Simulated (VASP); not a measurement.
# Te2Mo in VASP: further runs

Te2Mo is run at these levels: r2SCAN; tasks: single point.

Everything below comes from runs of VASP 6.6.1. Logs are shortened: lines on timing, memory, paths and dates and some standing lists are left out, and cuts for length are marked.

## Step 1: The cell of the first run

The cell holds a slab with vacuum, 3 atoms: a = 3.401 Å, b = 3.401 Å, c = 16.735 Å, α = 90.00°, β = 90.00°, γ = 120.00°.

## Step 2: Single point, r2SCAN (equal strain along all axes, cell held: -4.5 %, then relaxed in part)

File POSCAR:

```
Te2Mo
1.0
    3.4009996484      0.0000000000      0.0000000000
   -1.7004998242      2.9453520938      0.0000000000
    0.0000000000      0.0000000000     16.7352291844
Te Mo
2 1
Direct
    0.3333333333      0.6666666667      0.8894316937
    0.3333333333      0.6666666667      0.1105683063
    0.0000000000      0.0000000000      0.0000000000
```

File INCAR.step1:

```
PREC = Accurate
ENCUT = 520
ISMEAR = 0
SIGMA = 0.02
LREAL = F
LASPH = T
NELM = 100
NBANDS = 20
GGA = PE
ALGO = Normal
EDIFF = 1E-4
LWAVE = T
LCHARG = F
```

File INCAR.step2:

```
PREC = Accurate
ENCUT = 520
EDIFF = 1E-7
ISMEAR = 0
SIGMA = 0.02
LREAL = F
LASPH = T
NELM = 100
ALGO = Normal
ISIF = 2
LWAVE = F
LCHARG = F
METAGGA = R2SCAN
LMIXTAU = T
NBANDS = 20
ISTART = 1
```

File KPOINTS:

```
regular mesh
0
Gamma
  12 12 2
```

Potentials or basis: VASP PAW PBE potentials, release 64 (Te, Mo_sv).

On the command line:

```bash
$ cat potpaw_PBE.64/Te/POTCAR potpaw_PBE.64/Mo_sv/POTCAR > POTCAR
$ cp INCAR.step1 INCAR
$ mpirun -np 1 vasp_std > vasp.out
$ cp INCAR.step2 INCAR
$ mpirun -np 1 vasp_std > vasp.out
```

OUTCAR:

```text
PREC = Accurate
   ENCUT = 520
   EDIFF = 1E-7
   ISMEAR = 0
   LREAL = F
   LASPH = T
   NELM = 100
   ISIF = 2
   METAGGA = R2SCAN
   ISTART = 1

 ion  position               nearest neighbor table
   1  0.333  0.667  0.889-   3 2.70   3 2.70   3 2.70
   2  0.333  0.667  0.111-   3 2.70   3 2.70   3 2.70
   3  0.000  0.000  0.000-   1 2.70   2 2.70   1 2.70   2 2.70   1 2.70   2 2.70

  LATTYP: Found a hexagonal cell.
 ALAT       =     3.4009996484
 C/A-ratio  =     4.9206794809

  Lattice vectors:

 A1 = (   3.4009996484,   0.0000000000,   0.0000000000)
 A2 = (  -1.7004998242,   2.9453520938,   0.0000000000)
 A3 = (   0.0000000000,   0.0000000000,  16.7352291844)

Analysis of symmetry for initial positions (statically):
=====================================================================
 Subroutine PRICEL returns:
 Original cell was already a primitive cell.

 Routine SETGRP: Setting up the symmetry group for a
 hexagonal supercell.

 Subroutine GETGRP returns: Found 12 space group operations
 (whereof 12 operations were pure point group operations)
 out of a pool of 24 trial point group operations.

The static configuration has the point symmetry D_3h.

Analysis of symmetry for dynamics (positions and initial velocities):
=====================================================================
 Subroutine PRICEL returns:
 Original cell was already a primitive cell.

 Routine SETGRP: Setting up the symmetry group for a
 hexagonal supercell.

 Subroutine GETGRP returns: Found 12 space group operations
 (whereof 12 operations were pure point group operations)
 out of a pool of 24 trial point group operations.

The dynamic configuration has the point symmetry D_3h.

 Subroutine INISYM returns: Found 12 space group operations
 (whereof 12 operations are pure point group operations),
 and found     1 'primitive' translations

----------------------------------------------------------------------------------------

                                     Primitive cell

  volume of cell :     167.6392

  direct lattice vectors                    reciprocal lattice vectors
     3.400999648  0.000000000  0.000000000     0.294031198  0.169758991  0.000000000
    -1.700499824  2.945352094  0.000000000     0.000000000  0.339517982  0.000000000
     0.000000000  0.000000000 16.735229184     0.000000000  0.000000000  0.059754186

  length of vectors
     3.400999648  3.400999648 16.735229184     0.339517982  0.339517982  0.059754186

  position of ions in fractional coordinates (direct lattice)
     0.333333333  0.666666667  0.889431694
     0.333333333  0.666666667  0.110568306
     0.000000000  0.000000000  0.000000000

  ion indices of the primitive-cell ions
   primitive index   ion index
                 1           1
                 2           2
                 3           3

----------------------------------------------------------------------------------------

 KPOINTS: regular mesh

Automatic generation of k-mesh.
 Grid dimensions read from file:
 generate k-points for:   12   12    2

 Generating k-lattice:

  Cartesian coordinates                     Fractional coordinates (reciprocal lattice)
     0.024502600  0.014146583  0.000000000     0.083333333 -0.000000000  0.000000000
     0.000000000  0.028293165  0.000000000     0.000000000  0.083333333  0.000000000
     0.000000000  0.000000000  0.029877093     0.000000000  0.000000000  0.500000000

  Length of vectors
     0.028293165  0.028293165  0.029877093

  Shift w.r.t. Gamma in fractional coordinates (k-lattice)
     0.000000000  0.000000000  0.000000000

 Subroutine IBZKPT returns following result:
 ===========================================

 Found     38 irreducible k-points:

 Following reciprocal coordinates:
            Coordinates               Weight
  0.000000  0.000000  0.000000      1.000000
  0.083333  0.000000  0.000000      6.000000
  0.166667  0.000000  0.000000      6.000000
  0.250000  0.000000  0.000000      6.000000
  0.333333 -0.000000  0.000000      6.000000
  0.416667  0.000000  0.000000      6.000000
[... 16 lines left out ...]
  0.250000  0.000000  0.500000      6.000000
  0.333333 -0.000000  0.500000      6.000000
 [... further k-points ...]
   k-points           NKPTS =     38   k-points in BZ     NKDIM =     38   number of bands    NBANDS=     20
   number of dos      NEDOS =    301   number of ions     NIONS =      3
   total plane-waves  NPLWV =  98784
   dimension x,y,z NGX =    28 NGY =   28 NGZ =  126
   dimension x,y,z NGXF=    56 NGYF=   56 NGZF=  252
   ions per type =               2   1
   NGX,Y,Z   is equivalent  to a cutoff of  13.69, 13.69, 12.52 a.u.
   NGXF,Y,Z  is equivalent  to a cutoff of  27.37, 27.37, 25.03 a.u.
 SYSTEM =  unknown system
   PREC   = accura    normal or accurate (medium, high low for compatibility)
   ISTART =      1    job   : 0-new  1-cont  2-samecut
   ICHARG =      0    charge: 1-file 2-atom 10-const
   ISPIN  =      1    spin polarized calculation?
   LNONCOLLINEAR =      F non collinear calculations
   LSORBIT =      F    spin-orbit coupling
   LASPH  =      T    aspherical Exc in radial PAW
   ENCUT  =  520.0 eV  38.22 Ry    6.18 a.u.   6.32  6.32 31.12*2*pi/ulx,y,z
   NELM   =    100;   NELMIN=  2; NELMDL=  0     # of ELM steps
   EDIFF  = 0.1E-06   stopping-criterion for ELM
   LREAL  =      F    real-space projection
   EDIFFG = 0.1E-05   stopping-criterion for IOM
   NSW    =      0    number of steps for IOM
   IBRION =     -1    ionic relax: 0-MD 1-quasi-New 2-CG
   NFREE  =      0    steps in history (QN), initial steepest desc. (CG)
   ISIF   =      2    stress and relaxation
   ISYM   =      2    0-nonsym 1-usesym 2-fastsym
   POTIM  = 0.5000    time-step for ionic-motion
   TEBEG  =    0.0;   TEEND  =   0.0 temperature during run
   PSTRESS=    0.0 pullay stress
   NELECT =      26.0000    total number of electrons
   NUPDOWN=      -1.0000    fix difference up-down
   EMIN   =  10.00;   EMAX   =-10.00  energy-range for DOS
   EFERMI =   0.00;   METHOD = LEGACY
   ISMEAR =     0;   SIGMA  =   0.02  broadening in eV -4-tet -1-fermi 0-gaus
   EFERMI_NEDOS =   21; number of points for ismear=-14 and -15
   IALGO  =     38    algorithm
   IMIX   =      4    mixing-type and parameters
     AMIX     =   0.40;   BMIX     =  1.00
     AMIX_MAG =   1.60;   BMIX_MAG =  1.00
  volume/ion in A,a.u.               =      55.88       377.09
  Fermi-wavevector in a.u.,A,eV,Ry     =   0.879578  1.662161 10.526237  0.773657
  Thomas-Fermi vector in A             =   1.999820
   LORBIT       =      0    0 simple, 1 ext, 2 COOP (PROOUT), +10 PAW based schemes
   METAGGA = R2SCAN    functional components
   LHFCALC =     F    Hartree Fock is set to
   AEXX    =    0.0000 exact exchange contribution
   IVDW    =     0    specifies the selected vdW correction
   LEPSILON=     F    determine dielectric tensor
   LRPA    =     F    only Hartree local field effects (RPA)
 non-spin polarized calculation
 Gauss-broadening in eV      SIGMA  =   0.02
  energy-cutoff  :      520.00
  volume of cell :      167.64
 maximum number of plane-waves:      4551
 NGX is ok and might be reduce to    28
   NGX = 13   NGY = 13   NGZ = 63

 number of electron      26.0000002 magnetization

 Free energy of the ion-electron system (eV)
  ---------------------------------------------------
  ext. energy  EPLUGINS =         0.00000000
  ---------------------------------------------------
  free energy    TOTEN  =       -77.60498246 eV

  energy without entropy =      -77.60498246  energy(sigma->0) =      -77.60498246

 E-fermi :   1.0945     XC(G=0):  -5.2925

 val. band max:        0.8514694458   @ k =   0.3333   0.3333   0.5000
 cond. band min:       2.1365652901   @ k =   0.2500   0.1667   0.0000
 fundamental gap:      1.2850958443
 Fermi energy:         1.0945127106

 k-point     1 :       0.0000    0.0000    0.0000
  band No.  band energies     occupation
      1     -61.6818      2.00000
      2     -35.2032      2.00000
      3     -34.9587      2.00000
      4     -34.9587      2.00000
      5     -12.7882      2.00000
      6     -11.8404      2.00000
[... 12 lines left out ...]
     19       5.9046      0.00000
     20       6.8348      0.00000

 k-point     2 :       0.0833    0.0000    0.0000
  band No.  band energies     occupation
      1     -61.6806      2.00000
      2     -35.2001      2.00000
      3     -34.9724      2.00000
      4     -34.9619      2.00000
      5     -12.6708      2.00000
      6     -11.7551      2.00000
[... 12 lines left out ...]
     19       6.0354      0.00000
     20       6.9661      0.00000

 k-point     3 :       0.1667    0.0000    0.0000
  band No.  band energies     occupation
      1     -61.6774      2.00000
      2     -35.1918      2.00000
      3     -35.0097      2.00000
      4     -34.9705      2.00000
      5     -12.3273      2.00000
      6     -11.5058      2.00000
[... 12 lines left out ...]
     19       6.4163      0.00000
     20       7.2604      0.00000

 k-point     4 :       0.2500    0.0000    0.0000
  band No.  band energies     occupation
      1     -61.6730      2.00000
      2     -35.1805      2.00000
      3     -35.0602      2.00000
      4     -34.9823      2.00000
      5     -11.7878      2.00000
      6     -11.1162      2.00000
[... 12 lines left out ...]
     19       6.9956      0.00000
     20       7.6612      0.00000

 k-point     5 :       0.3333   -0.0000    0.0000
  band No.  band energies     occupation
      1     -61.6686      2.00000
      2     -35.1691      2.00000
      3     -35.1102      2.00000
      4     -34.9941      2.00000
      5     -11.1196      2.00000
      6     -10.6433      2.00000
[... 12 lines left out ...]
     19       7.2698      0.00000
     20       7.4175      0.00000

 k-point     6 :       0.4167    0.0000    0.0000
  band No.  band energies     occupation
      1     -61.6654      2.00000
      2     -35.1607      2.00000
      3     -35.1466      2.00000
      4     -35.0027      2.00000
      5     -10.4787      2.00000
      6     -10.2105      2.00000
[... 12 lines left out ...]
     19       7.2456      0.00000
     20       7.6935      0.00000

 k-point     7 :       0.5000    0.0000    0.0000
  band No.  band energies     occupation
      1     -61.6642      2.00000
      2     -35.1598      2.00000
      3     -35.1577      2.00000
      4     -35.0058      2.00000
      5     -10.1840      2.00000
      6     -10.0230      2.00000
[... 12 lines left out ...]
     19       7.2619      0.00000
     20       8.0029      0.00000
[... 277 lines left out ...]
 k-point    20 :       0.0000    0.0000    0.5000
  band No.  band energies     occupation
      1     -61.6818      2.00000
      2     -35.2032      2.00000
      3     -34.9587      2.00000
      4     -34.9587      2.00000
      5     -12.7882      2.00000
      6     -11.8404      2.00000
[... 12 lines left out ...]
     19       5.5859      0.00000
     20       7.2397      0.00000

 k-point    21 :       0.0833    0.0000    0.5000
  band No.  band energies     occupation
      1     -61.6806      2.00000
      2     -35.2001      2.00000
      3     -34.9724      2.00000
      4     -34.9619      2.00000
      5     -12.6708      2.00000
      6     -11.7551      2.00000
[... 12 lines left out ...]
     19       5.7441      0.00000
     20       7.3659      0.00000

 k-point    22 :       0.1667    0.0000    0.5000
  band No.  band energies     occupation
      1     -61.6774      2.00000
      2     -35.1918      2.00000
      3     -35.0097      2.00000
      4     -34.9705      2.00000
      5     -12.3273      2.00000
      6     -11.5058      2.00000
[... 12 lines left out ...]
     19       6.0610      0.00000
     20       7.7289      0.00000

 k-point    23 :       0.2500    0.0000    0.5000
  band No.  band energies     occupation
      1     -61.6730      2.00000
      2     -35.1805      2.00000
      3     -35.0602      2.00000
      4     -34.9823      2.00000
      5     -11.7878      2.00000
      6     -11.1162      2.00000
[... 12 lines left out ...]
     19       6.6249      0.00000
     20       8.1559      0.00000

 k-point    24 :       0.3333   -0.0000    0.5000
  band No.  band energies     occupation
      1     -61.6686      2.00000
      2     -35.1691      2.00000
      3     -35.1102      2.00000
      4     -34.9941      2.00000
      5     -11.1196      2.00000
      6     -10.6433      2.00000
[... 12 lines left out ...]
     19       7.2831      0.00000
     20       7.2878      0.00000

 [... further k-points ...]
[... 5 lines left out ...]
  --------------------------------------------------------------------------------------
  -------------------------------------------------------------------------------------
  Total        3.7052934      3.7052934      0.0933375      0.0000000     -0.0000000     -0.0000000
  in kB       35.4125916     35.4125916      0.8920547      0.0000000     -0.0000000     -0.0000000
  external PRESSURE =      23.9057460 kB  Pullay stress =       0.0000000 kB

 VOLUME and BASIS-vectors are now :
 -----------------------------------------------------------------------------
  energy-cutoff  :      520.00
  volume of cell :      167.64
      direct lattice vectors                 reciprocal lattice vectors
     3.400999648  0.000000000  0.000000000     0.294031198  0.169758991  0.000000000
    -1.700499824  2.945352094  0.000000000     0.000000000  0.339517982  0.000000000
     0.000000000  0.000000000 16.735229184     0.000000000  0.000000000  0.059754186

 POSITION                                       TOTAL-FORCE (eV/Angst)
 -----------------------------------------------------------------------------------
     -0.00000      1.96357     14.88484         0.000000      0.000000     -0.028440
     -0.00000      1.96357      1.85039         0.000000     -0.000000      0.028440
      0.00000      0.00000      0.00000        -0.000000      0.000000      0.000000
 -----------------------------------------------------------------------------------
    total drift:                                0.000001     -0.000000     -0.000000

  FREE ENERGIE OF THE ION-ELECTRON SYSTEM (eV)
  ---------------------------------------------------
  free  energy   TOTEN  =       -77.6049824550 eV

  energy  without entropy=      -77.6049824550  energy(sigma->0) =      -77.60498246
```

Run time: 6.3 min. Hardware: 1 thread of Intel Xeon 6975P-C (Granite Rapids), shared host; peak memory 0.41 GiB.

What came out:

* Free energy: -77.6050 eV
* Largest force: 0.028 eV/Å
* Band gap on the k mesh: 1.29 eV (least direct gap 1.56 eV)

Forces in eV/Å, atoms in the order of the input:
```
Te   0.000  0.000 -0.028
Te   0.000  0.000  0.028
Mo   0.000  0.000  0.000
```

Levels at points of the mesh, in eV from the valence-band top:
```tsv
k point	band 9	band 10	band 11	band 12	band 13	band 14	band 15	band 16	band 17	band 18
(0.00, 0.00, 0.00)	-1.55	-1.55	-0.92	-0.72	-0.72	3.72	3.72	3.99	3.99	4.49
(0.50, 0.00, 0.00)	-3.64	-2.37	-2.12	-0.93	-0.03	1.87	2.03	3.60	4.03	4.49
(0.00, 0.00, 0.50)	-1.55	-1.55	-0.92	-0.72	-0.72	3.72	3.72	3.99	3.99	4.67
(0.50, 0.00, 0.50)	-3.64	-2.37	-2.12	-0.93	-0.03	1.87	2.03	3.60	4.03	4.49
```

Caveat: the cell differs from its parent crystal (equal strain along all axes, cell held: -4.5 %, then relaxed in part); there is no dipole correction, which matters where the two faces differ; the PAW data sets were made with another functional, which shifts forces and pressure a little; spin-orbit coupling is left out, which moves the levels of the heavy elements.

(Part 1 of 2 ends here.)
